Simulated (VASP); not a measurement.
Here is a VASP 6.6.1 calculation.

The input INCAR:

```
SYSTEM = P
  PREC = Accurate
  ENCUT = 520
  EDIFF = 1E-7
  ISMEAR = 0
  SIGMA = 0.02
  LREAL = .FALSE.
  LASPH = .TRUE.
  NELM = 100
  ALGO = Normal
  ISIF = 2
  LWAVE = .FALSE.
  LCHARG = .TRUE.
  GGA = PS
  LELF = .TRUE.
  LVHAR = .TRUE.
  NBANDS = 18
```

File KPOINTS:

```
regular mesh
0
G
  8 1 6
  0 0 0
```

The input POSCAR:

```
P
1.0
    3.2655036451      0.0000000000      0.0000000000
    0.0000000000     34.6137288360      0.0000000000
    0.0000000000      0.0000000000      4.5700173463
P
4
Direct
    0.0000000000      0.9696969277      0.5869651340
    0.0000000000      0.0303030723      0.4130348660
    0.5000000000      0.0303030723      0.0869651340
    0.5000000000      0.9696969277      0.9130348660
```

Potentials or basis: VASP PAW PBE potentials, release 64 (P).

Command:

```bash
$ cat potpaw_PBE.64/P/POTCAR > POTCAR
$ mpirun -np 1 vasp_std > vasp.out
```

Predict the band gap on the k mesh.

0.83 eV.

Estimate the largest force.

0.021 eV/Å.

Forces in eV/Å, atoms in the order of the input:
```
P    0.000  0.017  0.013
P    0.000 -0.017 -0.013
P    0.000 -0.017  0.013
P    0.000  0.017 -0.013
```

Caveat: the cell differs from its parent crystal (uniaxial strain along c: +3.0 %, then relaxed in part); there is no dipole correction, which matters where the two faces differ; the PAW data sets were made with another functional, which shifts forces and pressure a little.
